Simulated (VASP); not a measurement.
# TaN (C2/m) in VASP: a series of runs, part 2 of 2

VASP 6.6.1.

### 3 Single point, PBE (mode 1 frozen in at -0.137 Å and mode 2 at -0.179 Å (largest displacements))

File INCAR:

```
PREC     = Accurate       # precision mode
ENCUT    = 520            # plane-wave cutoff, eV
EDIFF    = 1E-6           # SCF threshold, eV
ISMEAR   = 0              # smearing method
SIGMA    = 0.15           # smearing width, eV
LREAL    = F              # projectors in reciprocal space
LASPH    = T              # aspherical terms in the spheres
NELM     = 60             # most SCF steps
ALGO     = Normal         # electronic algorithm
ISIF     = 2              # what is computed and relaxed
LWAVE    = F              # write WAVECAR
LCHARG   = T              # write CHGCAR
GGA      = PE             # functional
LELF     = T              # ELF
LVHAR    = T            
NBANDS   = 24             # bands
```

File KPOINTS:

```
regular mesh
0
Gamma
  14 14 10
```

File POSCAR:

```
TaN
1.0
    0.0000000000     -2.2081122572     -2.2081122572
    0.0000000000      2.2081122572     -2.2081122572
    4.4162245144      0.0000000000      0.0000000000
Ta N
2 2
Direct
    0.5364019952      0.4635980048     -0.0136772867
   -0.0364019952      0.0364019952      0.5136772867
    0.4594223529      0.5405776471      0.4690912453
    0.0405776471     -0.0405776471      0.0309087547
```

Potentials or basis: VASP PAW PBE potentials, release 64 (Ta_pv, N).

Started as:

```bash
cat potpaw_PBE.64/Ta_pv/POTCAR potpaw_PBE.64/N/POTCAR > POTCAR
mpirun -np 1 vasp_std > vasp.out
```

OUTCAR:

```text
PREC = Accurate
   ENCUT = 520
   EDIFF = 1E-6
   ISMEAR = 0
   LREAL = F
   LASPH = T
   NELM = 60
   ISIF = 2
   GGA = PE

 ion  position               nearest neighbor table
   1  0.536  0.464  0.986-   3 2.16   4 2.20   4 2.22   4 2.22   4 2.24   3 2.31   2 2.81   2 3.00
                             2 3.06   2 3.06   2 3.23   2 3.23   2 3.28   2 3.44
   2  0.964  0.036  0.514-   4 2.16   3 2.20   3 2.22   3 2.22   3 2.24   4 2.31   1 2.81   1 3.00
                             1 3.06   1 3.06   1 3.23   1 3.23   1 3.28   1 3.44
   3  0.459  0.541  0.469-   1 2.16   2 2.20   2 2.22   2 2.22   2 2.24   1 2.31
   4  0.041  0.959  0.031-   2 2.16   1 2.20   1 2.22   1 2.22   1 2.24   2 2.31

  LATTYP: Found a simple tetragonal cell.
 ALAT       =     3.1227423014
 C/A-ratio  =     1.4142135624

  Lattice vectors:

 A1 = (   0.0000000000,  -2.2081122572,  -2.2081122572)
 A2 = (   0.0000000000,   2.2081122572,  -2.2081122572)
 A3 = (   4.4162245144,   0.0000000000,   0.0000000000)

Analysis of symmetry for initial positions (statically):
=====================================================================
 Subroutine PRICEL returns:
 Original cell was already a primitive cell.

 Routine SETGRP: Setting up the symmetry group for a
 simple tetragonal supercell.

 Subroutine GETGRP returns: Found  4 space group operations
 (whereof  2 operations were pure point group operations)
 out of a pool of 16 trial point group operations.

The static configuration has the point symmetry C_1h.
 The point group associated with its full space group is C_2h.

Analysis of symmetry for dynamics (positions and initial velocities):
=====================================================================
 Subroutine PRICEL returns:
 Original cell was already a primitive cell.

 Routine SETGRP: Setting up the symmetry group for a
 simple tetragonal supercell.

 Subroutine GETGRP returns: Found  4 space group operations
 (whereof  2 operations were pure point group operations)
 out of a pool of 16 trial point group operations.

The dynamic configuration has the point symmetry C_1h.
 The point group associated with its full space group is C_2h.

 Subroutine INISYM returns: Found  4 space group operations
 (whereof  2 operations are pure point group operations),
 and found     1 'primitive' translations

----------------------------------------------------------------------------------------

                                     Primitive cell

  volume of cell :      43.0649

  direct lattice vectors                    reciprocal lattice vectors
     0.000000000 -2.208112257 -2.208112257     0.000000000 -0.226437763 -0.226437763
     0.000000000  2.208112257 -2.208112257     0.000000000  0.226437763 -0.226437763
     4.416224514  0.000000000  0.000000000     0.226437763  0.000000000  0.000000000

  length of vectors
     3.122742301  3.122742301  4.416224514     0.320231355  0.320231355  0.226437763

  position of ions in fractional coordinates (direct lattice)
     0.536401995  0.463598005  0.986322713
     0.963598005  0.036401995  0.513677287
     0.459422353  0.540577647  0.469091245
     0.040577647  0.959422353  0.030908755

  ion indices of the primitive-cell ions
   primitive index   ion index
                 1           1
                 2           2
                 3           3
                 4           4

----------------------------------------------------------------------------------------

 KPOINTS: regular mesh

Automatic generation of k-mesh.
 Grid dimensions read from file:
 generate k-points for:   14   14   10

 Generating k-lattice:

  Cartesian coordinates                     Fractional coordinates (reciprocal lattice)
     0.000000000 -0.016174126 -0.016174126     0.071428571  0.000000000  0.000000000
     0.000000000  0.016174126 -0.016174126     0.000000000  0.071428571  0.000000000
     0.022643776  0.000000000  0.000000000     0.000000000  0.000000000  0.100000000

  Length of vectors
     0.022873668  0.022873668  0.022643776

  Shift w.r.t. Gamma in fractional coordinates (k-lattice)
     0.000000000  0.000000000  0.000000000

 Subroutine IBZKPT returns following result:
 ===========================================

 Found    534 irreducible k-points:

 Following reciprocal coordinates:
            Coordinates               Weight
  0.000000  0.000000  0.000000      1.000000
  0.071429  0.000000  0.000000      4.000000
  0.142857  0.000000  0.000000      4.000000
  0.214286  0.000000  0.000000      4.000000
  0.285714  0.000000  0.000000      4.000000
  0.357143  0.000000  0.000000      4.000000
[... 16 lines left out ...]
 -0.142857  0.142857  0.000000      2.000000
  0.214286  0.142857  0.000000      4.000000
 [... further k-points ...]
   k-points           NKPTS =    534   k-points in BZ     NKDIM =    534   number of bands    NBANDS=     24
   number of dos      NEDOS =    301   number of ions     NIONS =      4
   total plane-waves  NPLWV =  20736
   dimension x,y,z NGX =    24 NGY =   24 NGZ =   36
   dimension x,y,z NGXF=    48 NGYF=   48 NGZF=   72
   ions per type =               2   2
   NGX,Y,Z   is equivalent  to a cutoff of  12.78, 12.78, 13.55 a.u.
   NGXF,Y,Z  is equivalent  to a cutoff of  25.55, 25.55, 27.10 a.u.
 SYSTEM =  unknown system
   PREC   = accura    normal or accurate (medium, high low for compatibility)
   ISTART =      0    job   : 0-new  1-cont  2-samecut
   ICHARG =      2    charge: 1-file 2-atom 10-const
   ISPIN  =      1    spin polarized calculation?
   LNONCOLLINEAR =      F non collinear calculations
   LSORBIT =      F    spin-orbit coupling
   LASPH  =      T    aspherical Exc in radial PAW
   ENCUT  =  520.0 eV  38.22 Ry    6.18 a.u.   5.81  5.81  8.21*2*pi/ulx,y,z
   NELM   =     60;   NELMIN=  2; NELMDL= -5     # of ELM steps
   EDIFF  = 0.1E-05   stopping-criterion for ELM
   LREAL  =      F    real-space projection
   EDIFFG = 0.1E-04   stopping-criterion for IOM
   NSW    =      0    number of steps for IOM
   IBRION =     -1    ionic relax: 0-MD 1-quasi-New 2-CG
   NFREE  =      0    steps in history (QN), initial steepest desc. (CG)
   ISIF   =      2    stress and relaxation
   ISYM   =      2    0-nonsym 1-usesym 2-fastsym
   POTIM  = 0.5000    time-step for ionic-motion
   TEBEG  =    0.0;   TEEND  =   0.0 temperature during run
   PSTRESS=    0.0 pullay stress
   NELECT =      32.0000    total number of electrons
   NUPDOWN=      -1.0000    fix difference up-down
   EMIN   =  10.00;   EMAX   =-10.00  energy-range for DOS
   EFERMI =   0.00;   METHOD = LEGACY
   ISMEAR =     0;   SIGMA  =   0.15  broadening in eV -4-tet -1-fermi 0-gaus
   EFERMI_NEDOS =   21; number of points for ismear=-14 and -15
   IALGO  =     38    algorithm
   IMIX   =      4    mixing-type and parameters
     AMIX     =   0.40;   BMIX     =  1.00
     AMIX_MAG =   1.60;   BMIX_MAG =  1.00
  volume/ion in A,a.u.               =      10.77        72.65
  Fermi-wavevector in a.u.,A,eV,Ry     =   1.482804  2.802093 29.915225  2.198707
  Thomas-Fermi vector in A             =   2.596544
   LORBIT       =      0    0 simple, 1 ext, 2 COOP (PROOUT), +10 PAW based schemes
   GGA     = PE    functional components
   LHFCALC =     F    Hartree Fock is set to
   AEXX    =    0.0000 exact exchange contribution
   IVDW    =     0    specifies the selected vdW correction
   LEPSILON=     F    determine dielectric tensor
   LRPA    =     F    only Hartree local field effects (RPA)
 non-spin polarized calculation
 Gauss-broadening in eV      SIGMA  =   0.15
  energy-cutoff  :      520.00
  volume of cell :       43.06
 maximum number of plane-waves:      1208
   NGX = 11   NGY = 11   NGZ = 17

 number of electron      32.0000000 magnetization

 Free energy of the ion-electron system (eV)
  ---------------------------------------------------
  ext. energy  EPLUGINS =         0.00000000
  ---------------------------------------------------
  free energy    TOTEN  =       -43.72970098 eV

  energy without entropy =      -43.71386967  energy(sigma->0) =      -43.72178533

 E-fermi :   8.9828     XC(G=0): -13.3666

 val. band max:        8.9814791153   @ k =   0.2143   0.1429   0.4000
 cond. band min:       8.9848649760   @ k =   0.4286   0.0000   0.0000
 fundamental gap:      0.0033858607
 Fermi energy:         8.9827842020

 k-point     1 :       0.0000    0.0000    0.0000
  band No.  band energies     occupation
      1     -27.1056      2.00000
      2     -26.7234      2.00000
      3     -26.6895      2.00000
      4     -26.4858      2.00000
      5     -26.4205      2.00000
      6     -26.2649      2.00000
[... 637 lines left out ...]
     23      13.2579      0.00000
     24      14.2855      0.00000

 [... further k-points ...]
[... 5 lines left out ...]
  --------------------------------------------------------------------------------------
  -------------------------------------------------------------------------------------
  Total        1.2483558      1.5747049     -1.4886775     -0.5062669      0.0000000      0.0000000
  in kB       46.4435617     58.5849861    -55.3844406    -18.8350447      0.0000000      0.0000000
  external PRESSURE =      16.5480357 kB  Pullay stress =       0.0000000 kB

 VOLUME and BASIS-vectors are now :
 -----------------------------------------------------------------------------
  energy-cutoff  :      520.00
  volume of cell :       43.06
      direct lattice vectors                 reciprocal lattice vectors
     0.000000000 -2.208112257 -2.208112257     0.000000000 -0.226437763 -0.226437763
     0.000000000  2.208112257 -2.208112257     0.000000000  0.226437763 -0.226437763
     4.416224514  0.000000000  0.000000000     0.226437763  0.000000000  0.000000000

 POSITION                                       TOTAL-FORCE (eV/Angst)
 -----------------------------------------------------------------------------------
      4.35582     -0.16076     -2.20811        -1.001463      0.309613      0.000000
      2.26851     -2.04735     -2.20811         1.001463     -0.309613      0.000000
      2.07161      0.17920     -2.20811         0.599801     -0.583031      0.000000
      0.13650      2.02891     -2.20811        -0.599801      0.583031      0.000000
 -----------------------------------------------------------------------------------
    total drift:                                0.000000     -0.000000     -0.000000

  FREE ENERGIE OF THE ION-ELECTRON SYSTEM (eV)
  ---------------------------------------------------
  free  energy   TOTEN  =       -43.7297009756 eV

  energy  without entropy=      -43.7138696746  energy(sigma->0) =      -43.72178533
```

Wall time 5.7 min (1 thread of Intel Xeon Platinum 8488C (Sapphire Rapids), shared host); peak memory 0.54 GiB.

Results:

```
Free energy            : -43.7297 eV
Pressure               : 1.7 GPa
Largest force          : 1.048 eV/Å
Band gap on the k mesh : zero (band 16 reaches 10.47 eV, above the bottom of band 17 at 7.67 eV)
```

Forces on the atoms (eV/Å):
```
Ta  -1.001  0.310  0.000
Ta   1.001 -0.310  0.000
N    0.600 -0.583  0.000
N   -0.600  0.583  0.000
```

Stress tensor (GPa, compression positive):
```
 4.64 -1.88  0.00
-1.88  5.86  0.00
 0.00  0.00 -5.54
```

Caveat: the cell differs from its parent crystal (mode 1 frozen in at -0.137 Å and mode 2 at -0.179 Å (largest displacements)); spin-orbit coupling is left out, which moves the levels of the heavy elements; forces of over 1 eV/Å act on the atoms, so gaps and moduli don't describe the material at rest.
